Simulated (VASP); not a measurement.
Write the native input for VASP 6.6.1 that does the following.

```
Task                   : single point
Functional             : PBE
Potentials or basis    : VASP PAW PBE potentials, release 64 (Al)
Cutoff                 : 520 eV
k mesh                 : 6 × 6 × 6
Occupations            : gaussian, width 0.1 eV
Spin                   : no spin polarisation
Dipole correction      : no
Further INCAR settings : ALGO = Normal; EDIFF = 1e-07; NBANDS = 8
```

The structure of Al lies in POSCAR:

```
Al
1.0
   -1.6909221764      1.6909221764      1.6909221764
    1.6909221764     -1.6909221764      1.6909221764
    1.6909221764      1.6909221764     -1.6909221764
Al
1
Direct
    0.0000000000      0.0000000000      0.0000000000
```

One way to write it, as run:

INCAR

```
  ALGO = Normal
  EDIFF = 1E-7
  ENCUT = 520
  GGA = PE
  ISIF = 2
  ISMEAR = 0
  LASPH = True
  LCHARG = False
  LREAL = False
  LWAVE = False
  NBANDS = 8
  NELM = 60
  PREC = Accurate
  SIGMA = 0.1
```

KPOINTS

```
k-points
0
Gamma
  6 6 6
```

Potentials or basis: VASP PAW PBE potentials, release 64 (Al).

Launch:

```bash
$ cat potpaw_PBE.64/Al/POTCAR > POTCAR
$ mpirun -np 1 vasp_std > vasp.out
```

Results of the run:

```yaml
Pressure: -7.2 GPa
```

Caveat: the k points lie up to 0.44 Å⁻¹ apart.

Wall time 1.3 s on 1 thread of Intel(R) Xeon(R) 6975P-C (Granite Rapids) (shared host), peak memory 0.12 GiB.
